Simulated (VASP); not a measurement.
# TaN (P-1) in VASP: further runs

TaN is run at these levels: PBEsol; tasks: electric field gradients.

Program: VASP 6.6.1. These are calculated values, not measurements. Logs are shortened: lines on timing, memory, paths and dates and some standing lists are left out, and cuts for length are marked.

## (1) The cell of the first run

The typed cell holds 4 atoms: a = 3.048 Å, b = 3.061 Å, c = 4.918 Å, α = 90.21°, β = 90.57°, γ = 120.43°.

## (2) Electric field gradients, PBEsol (equal xy, yz and zx shear strains of -1 %)

Input file INCAR:

```
ALGO = Normal
EDIFF = 1E-8
ENCUT = 520
GGA = PS
ISIF = 2
ISMEAR = -1
LASPH = T
LCHARG = F
LEFG = T
LREAL = F
LWAVE = F
NBANDS = 24
NELM = 100
PREC = Accurate
SIGMA = 0.01
```

Input file KPOINTS:

```
k-points
0
Gamma
  9 9 5
```

Input file POSCAR:

```
TaN
1.0
    3.0480019786     -0.0152400099     -0.0152400099
   -1.5371992250      2.6472671492     -0.0055782308
   -0.0245900000     -0.0245900000      4.9180000000
Ta N
2 2
Direct
    0.0000000000      0.0000000000      0.0000000000
    0.0000000000      0.0000000000      0.5000000000
    0.3333333333      0.6666666667      0.2500000000
    0.6666666667      0.3333333333      0.7500000000
```

Potentials or basis: VASP PAW PBE potentials, release 64 (Ta_pv, N).

On the command line:

```
$ cat potpaw_PBE.64/Ta_pv/POTCAR potpaw_PBE.64/N/POTCAR > POTCAR
$ mpirun -np 1 vasp_std > vasp.out
```

OUTCAR:

```text
EDIFF = 1E-8
   ENCUT = 520
   GGA = PS
   ISIF = 2
   ISMEAR = -1
   LASPH = T
   LREAL = F
   NELM = 100
   PREC = Accurate

 ion  position               nearest neighbor table
   1  0.000  0.000  0.000-   3 2.14   4 2.14   4 2.15   3 2.15   4 2.15   3 2.15   2 2.46   2 2.46

   2  0.000  0.000  0.500-   4 2.13   3 2.13   4 2.16   3 2.16   4 2.16   3 2.16   1 2.46   1 2.46

   3  0.333  0.667  0.250-   2 2.13   1 2.14   1 2.15   1 2.15   2 2.16   2 2.16
   4  0.667  0.333  0.750-   2 2.13   1 2.14   1 2.15   1 2.15   2 2.16   2 2.16

  LATTYP: Found a triclinic cell.
 ALAT       =     3.0348847130
 B/A-ratio  =     1.0043472705
 C/A-ratio  =     1.6205304035
 COS(alpha) =     0.0099745013
 COS(beta)  =     0.0136846555
 COS(gamma) =     0.4934979113

  Lattice vectors:

 A1 = (   1.5108027536,   2.6320271393,  -0.0208182407)
 A2 = (   3.0480019786,  -0.0152400099,  -0.0152400099)
 A3 = (   0.0245900000,   0.0245900000,  -4.9180000000)

Analysis of symmetry for initial positions (statically):
=====================================================================
 Subroutine PRICEL returns:
 Original cell was already a primitive cell.

 Routine SETGRP: Setting up the symmetry group for a
 triclinic supercell.

 Subroutine GETGRP returns: Found  2 space group operations
 (whereof  2 operations were pure point group operations)
 out of a pool of  2 trial point group operations.

The static configuration has the point symmetry S_2 .

Analysis of symmetry for dynamics (positions and initial velocities):
=====================================================================
 Subroutine PRICEL returns:
 Original cell was already a primitive cell.

 Routine SETGRP: Setting up the symmetry group for a
 triclinic supercell.

 Subroutine GETGRP returns: Found  2 space group operations
 (whereof  2 operations were pure point group operations)
 out of a pool of  2 trial point group operations.

The dynamic configuration has the point symmetry S_2 .

 Subroutine INISYM returns: Found  2 space group operations
 (whereof  2 operations are pure point group operations),
 and found     1 'primitive' translations

----------------------------------------------------------------------------------------

                                     Primitive cell

  volume of cell :      39.5655

  direct lattice vectors                    reciprocal lattice vectors
     3.048001979 -0.015240010 -0.015240010     0.329052167  0.191077521  0.002600648
    -1.537199225  2.647267149 -0.005578231     0.001903807  0.378857551  0.001903807
    -0.024590000 -0.024590000  4.918000000     0.001021834  0.001021834  0.203344907

  length of vectors
     3.048078178  3.061214781  4.918122948     0.380516374  0.378867118  0.203350042

  position of ions in fractional coordinates (direct lattice)
     0.000000000  0.000000000  0.000000000
     0.000000000  0.000000000  0.500000000
     0.333333333  0.666666667  0.250000000
     0.666666667  0.333333333  0.750000000

  ion indices of the primitive-cell ions
   primitive index   ion index
                 1           1
                 2           2
                 3           3
                 4           4

----------------------------------------------------------------------------------------

 KPOINTS: k-points

Automatic generation of k-mesh.
 Grid dimensions read from file:
 generate k-points for:    9    9    5

 Generating k-lattice:

  Cartesian coordinates                     Fractional coordinates (reciprocal lattice)
     0.036561352  0.021230836  0.000288961     0.111111111  0.000000000 -0.000000000
     0.000211534  0.042095283  0.000211534     0.000000000  0.111111111  0.000000000
     0.000204367  0.000204367  0.040668981    -0.000000000 -0.000000000  0.200000000

  Length of vectors
     0.042279597  0.042096346  0.040670008

  Shift w.r.t. Gamma in fractional coordinates (k-lattice)
     0.000000000  0.000000000  0.000000000

 Subroutine IBZKPT returns following result:
 ===========================================

 Found    203 irreducible k-points:

 Following reciprocal coordinates:
            Coordinates               Weight
  0.000000  0.000000  0.000000      1.000000
  0.111111 -0.000000  0.000000      2.000000
  0.222222 -0.000000  0.000000      2.000000
  0.333333 -0.000000  0.000000      2.000000
  0.444444 -0.000000  0.000000      2.000000
 -0.000000  0.111111  0.000000      2.000000
[... 16 lines left out ...]
 -0.111111  0.222222  0.000000      2.000000
 -0.000000  0.333333  0.000000      2.000000
 [... further k-points ...]
   k-points           NKPTS =    203   k-points in BZ     NKDIM =    203   number of bands    NBANDS=     24
   number of dos      NEDOS =    301   number of ions     NIONS =      4
   total plane-waves  NPLWV =  23040
   dimension x,y,z NGX =    24 NGY =   24 NGZ =   40
   dimension x,y,z NGXF=    48 NGYF=   48 NGZF=   80
   ions per type =               2   2
   NGX,Y,Z   is equivalent  to a cutoff of  13.09, 13.03, 13.52 a.u.
   NGXF,Y,Z  is equivalent  to a cutoff of  26.18, 26.07, 27.04 a.u.
 SYSTEM =  unknown system
   PREC   = accura    normal or accurate (medium, high low for compatibility)
   ISTART =      0    job   : 0-new  1-cont  2-samecut
   ICHARG =      2    charge: 1-file 2-atom 10-const
   ISPIN  =      1    spin polarized calculation?
   LNONCOLLINEAR =      F non collinear calculations
   LSORBIT =      F    spin-orbit coupling
   LASPH  =      T    aspherical Exc in radial PAW
   ENCUT  =  520.0 eV  38.22 Ry    6.18 a.u.   5.67  5.69  9.14*2*pi/ulx,y,z
   NELM   =    100;   NELMIN=  2; NELMDL= -5     # of ELM steps
   EDIFF  = 0.1E-07   stopping-criterion for ELM
   LREAL  =      F    real-space projection
   EDIFFG = 0.1E-06   stopping-criterion for IOM
   NSW    =      0    number of steps for IOM
   IBRION =     -1    ionic relax: 0-MD 1-quasi-New 2-CG
   NFREE  =      0    steps in history (QN), initial steepest desc. (CG)
   ISIF   =      2    stress and relaxation
   ISYM   =      2    0-nonsym 1-usesym 2-fastsym
   POTIM  = 0.5000    time-step for ionic-motion
   TEBEG  =    0.0;   TEEND  =   0.0 temperature during run
   PSTRESS=    0.0 pullay stress
   NELECT =      32.0000    total number of electrons
   NUPDOWN=      -1.0000    fix difference up-down
   EMIN   =  10.00;   EMAX   =-10.00  energy-range for DOS
   EFERMI =   0.00;   METHOD = LEGACY
   ISMEAR =    -1;   SIGMA  =   0.01  broadening in eV -4-tet -1-fermi 0-gaus
   EFERMI_NEDOS =   21; number of points for ismear=-14 and -15
   IALGO  =     38    algorithm
   IMIX   =      4    mixing-type and parameters
     AMIX     =   0.40;   BMIX     =  1.00
     AMIX_MAG =   1.60;   BMIX_MAG =  1.00
  volume/ion in A,a.u.               =       9.89        66.75
  Fermi-wavevector in a.u.,A,eV,Ry     =   1.525290  2.882381 31.654096  2.326510
  Thomas-Fermi vector in A             =   2.633481
   LORBIT       =      0    0 simple, 1 ext, 2 COOP (PROOUT), +10 PAW based schemes
   GGA     = PS    functional components
   LHFCALC =     F    Hartree Fock is set to
   AEXX    =    0.0000 exact exchange contribution
   IVDW    =     0    specifies the selected vdW correction
   LEPSILON=     F    determine dielectric tensor
   LRPA    =     F    only Hartree local field effects (RPA)
 non-spin polarized calculation
  energy-cutoff  :      520.00
  volume of cell :       39.57
 maximum number of plane-waves:      1087
   NGX = 11   NGY = 11   NGZ = 19

 number of electron      32.0000003 magnetization

 Free energy of the ion-electron system (eV)
  ---------------------------------------------------
  ext. energy  EPLUGINS =         0.00000000
  ---------------------------------------------------
  free energy    TOTEN  =       -44.29806679 eV

  energy without entropy =      -44.29695749  energy(sigma->0) =      -44.29751214

 E-fermi :   9.7018     XC(G=0): -13.9049

 val. band max:        9.6987255900   @ k =   0.3333   0.2222   0.2000
 cond. band min:       9.7029866983   @ k =  -0.4444   0.4444   0.2000
 fundamental gap:      0.0042611083
 Fermi energy:         9.7018042019

 k-point     1 :       0.0000    0.0000    0.0000
  band No.  band energies     occupation
      1     -27.3979      2.00000
      2     -25.5498      2.00000
      3     -25.5372      2.00000
      4     -25.1708      2.00000
      5     -25.1585      2.00000
      6     -24.3412      2.00000
[... 16 lines left out ...]
     23      14.7929      0.00000
     24      16.4082      0.00000

 k-point     2 :       0.1111   -0.0000    0.0000
  band No.  band energies     occupation
      1     -27.3704      2.00000
      2     -25.6563      2.00000
      3     -25.5738      2.00000
      4     -25.2496      2.00000
      5     -25.1896      2.00000
      6     -24.3306      2.00000
[... 16 lines left out ...]
     23      15.2470      0.00000
     24      16.3089      0.00000

 k-point     3 :       0.2222   -0.0000    0.0000
  band No.  band energies     occupation
      1     -27.3000      2.00000
      2     -25.9430      2.00000
      3     -25.6367      2.00000
      4     -25.4717      2.00000
      5     -25.2396      2.00000
      6     -24.3035      2.00000
[... 16 lines left out ...]
     23      16.4687      0.00000
     24      16.5112      0.00000
[... 514 lines left out ...]
 k-point    23 :      -0.1111    0.2222    0.0000
  band No.  band energies     occupation
      1     -27.3242      2.00000
      2     -25.8454      2.00000
      3     -25.6182      2.00000
      4     -25.3967      2.00000
      5     -25.2228      2.00000
      6     -24.3128      2.00000
[... 16 lines left out ...]
     23      16.0946      0.00000
     24      16.3498      0.00000

 k-point    24 :      -0.0000    0.3333    0.0000
  band No.  band energies     occupation
      1     -27.2221      2.00000
      2     -26.2466      2.00000
      3     -25.7138      2.00000
      4     -25.6948      2.00000
      5     -25.2860      2.00000
      6     -24.2739      2.00000
[... 16 lines left out ...]
     23      16.8459      0.00000
     24      17.1586      0.00000

 [... further k-points ...]

------------------------ aborting loop because EDIFF is reached ----------------------------------------

  FORCE on cell =-STRESS in cart. coord.  units (eV):
  Direction    XX          YY          ZZ          XY          YZ          ZX
  --------------------------------------------------------------------------------------
  -------------------------------------------------------------------------------------
  Total        5.4107839      5.4230401     26.3900798      0.3025684      0.6215939      0.6271994
  in kB      219.1057687    219.6020709   1068.6471250     12.2522866     25.1709932     25.3979858
  external PRESSURE =     502.4516549 kB  Pullay stress =       0.0000000 kB

 VOLUME and BASIS-vectors are now :
 -----------------------------------------------------------------------------
  energy-cutoff  :      520.00
  volume of cell :       39.57
      direct lattice vectors                 reciprocal lattice vectors
     3.048001979 -0.015240010 -0.015240010     0.329052167  0.191077521  0.002600648
    -1.537199225  2.647267149 -0.005578231     0.001903807  0.378857551  0.001903807
    -0.024590000 -0.024590000  4.918000000     0.001021834  0.001021834  0.203344907

 POSITION                                       TOTAL-FORCE (eV/Angst)
 -----------------------------------------------------------------------------------
      0.00000      0.00000      0.00000         0.000000      0.000000     -0.000000
     -0.01230     -0.01230      2.45900         0.000000     -0.000000      0.000000
     -0.01495      1.75362      1.22070        -0.222013      0.002556     -0.007951
      1.50116      0.85382      3.67648         0.222013     -0.002556      0.007951
 -----------------------------------------------------------------------------------
    total drift:                               -0.000000      0.000000      0.000000

  FREE ENERGIE OF THE ION-ELECTRON SYSTEM (eV)
  ---------------------------------------------------
  free  energy   TOTEN  =       -44.2980667884 eV

  energy  without entropy=      -44.2969574860  energy(sigma->0) =      -44.29751214

 Electric field gradients (V/A^2)
---------------------------------------------------------------------
 ion       V_xx      V_yy      V_zz      V_xy      V_xz      V_yz
---------------------------------------------------------------------
   1     107.587    71.845  -179.433     8.957     1.960   -17.541
   2      71.299   108.051  -179.350   -27.365   -37.047   -17.426
   3      -2.605    -2.719     5.324    -0.943    -2.024    -2.024
   4      -2.605    -2.719     5.324    -0.943    -2.024    -2.024
---------------------------------------------------------------------

 Electric field gradients after diagonalization (V/A^2)
 (convention: |V_zz| > |V_xx| > |V_yy|)
----------------------------------------------------------------------
 ion       V_xx      V_yy      V_zz     asymmetry (V_yy - V_xx)/ V_zz
----------------------------------------------------------------------
   1     109.723    70.952  -180.674       0.215
   2     122.653    63.593  -186.245       0.317
   3      -4.445    -1.718     6.163       0.442
   4      -4.445    -1.718     6.163       0.442
----------------------------------------------------------------------

           NMR quadrupolar parameters

 Cq : quadrupolar parameter    Cq=e*Q*V_zz/h
 eta: asymmetry parameters     (V_yy - V_xx)/ V_zz
 Q  : nuclear electric quadrupole moment in mb (millibarn)
----------------------------------------------------------------------
 ion       Cq(MHz)       eta       Q (mb)
----------------------------------------------------------------------
   1      -0.437       0.215       1.000
   2      -0.450       0.317       1.000
   3       0.015       0.442       1.000
   4       0.015       0.442       1.000
----------------------------------------------------------------------
```

Run time: 5.1 min. Hardware: 1 thread of AMD EPYC 7R43 (Zen 3), shared host; peak memory 0.24 GiB.

What came out:

```
Free energy                             : -44.2981 eV
Pressure                                : 50.2 GPa
Largest force                           : 0.222 eV/Å
Band gap on the k mesh                  : zero (bands 16 and 17 overlap by 2.51 eV)
Largest electric field gradient by atom : Ta -180.7, -186.2; N +6.2 V/Å²
```

Forces on the atoms (eV/Å):
```
Ta   0.000  0.000  0.000
Ta   0.000  0.000  0.000
N   -0.222  0.003 -0.008
N    0.222 -0.003  0.008
```

Levels at points of the mesh, in eV from the Fermi level:
```csv
k point,band 13,band 14,band 15,band 16,band 17,band 18,band 19,band 20
"(0.00, 0.00, 0.00)",-3.61,-3.60,-3.52,-1.91,-1.79,-0.71,-0.55,2.86
```

Electric field gradients, principal values (V/Å²):
```tsv
atom	least	middle	greatest (by size)
1 Ta	70.952	109.723	-180.674
2 Ta	63.593	122.653	-186.245
3 N	-1.718	-4.445	6.163
4 N	-1.718	-4.445	6.163
```

Caveat: the cell differs from its parent crystal (equal xy, yz and zx shear strains of -1 %); the cell stands under pressure; without QUAD_EFG the Cq values of the log hold for a quadrupole moment of 1 mb, not for the nuclei; the PAW data sets were made with another functional, which shifts forces and pressure a little; spin-orbit coupling is left out, which moves the levels of the heavy elements.

[end of part 1 of 2]
